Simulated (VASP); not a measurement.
Input of a VASP 6.6.1 run:

Contents of POSCAR:

```
PbS
1.0
    2.9646834780     -2.9646840511     -0.0000052674
    2.9646834780      2.9646840511     -0.0000052674
   -2.0856060530      0.0000000000     22.1612862910
Pb S
2 2
Direct
    0.7373195204      0.7171325380      0.9352364705
    0.2828674620      0.2626804796      0.0647635295
    0.2408129670      0.2203999494      0.9448777176
    0.7796000506      0.7591870330      0.0551222824
```

INCAR.step1

```
PREC = Accurate
ENCUT = 520
ISMEAR = 0
SIGMA = 0.01
LREAL = F
LASPH = T
NELM = 100
NBANDS = 28
GGA = PE
ALGO = Normal
EDIFF = 1E-4
LWAVE = T
LCHARG = F
```

INCAR.step2

```
PREC = Accurate
ENCUT = 520
EDIFF = 1E-6
ISMEAR = 0
SIGMA = 0.01
LREAL = F
LASPH = T
NELM = 100
ALGO = Normal
ISIF = 2
LWAVE = F
LCHARG = T
METAGGA = R2SCAN
LMIXTAU = T
LELF = T
LVHAR = T
NBANDS = 28
ISTART = 1
```

KPOINTS

```
Automatic mesh
0
Gamma
  6 6 2
```

Potentials or basis: VASP PAW PBE potentials, release 64 (Pb_d, S).

The run is started by

```console
$ cat potpaw_PBE.64/Pb_d/POTCAR potpaw_PBE.64/S/POTCAR > POTCAR
$ cp INCAR.step1 INCAR
$ mpirun -np 1 vasp_std > vasp.out
$ cp INCAR.step2 INCAR
$ mpirun -np 1 vasp_std > vasp.out
```

**Question.** Predict the band gap on the k mesh.

**Answer.** 2.33 eV (least direct gap 2.42 eV).

**Question.** What does it give for the largest force?

**Answer.** 0.047 eV/Å.

Forces in eV/Å, atoms in the order of the input:
```
Pb   0.000  0.000 -0.047
Pb   0.000  0.000  0.047
S    0.000  0.000 -0.029
S    0.000  0.000  0.029
```

Caveat: there is no dipole correction, which matters where the two faces differ; the PAW data sets were made with another functional, which shifts forces and pressure a little; spin-orbit coupling is left out, which moves the levels of the heavy elements.
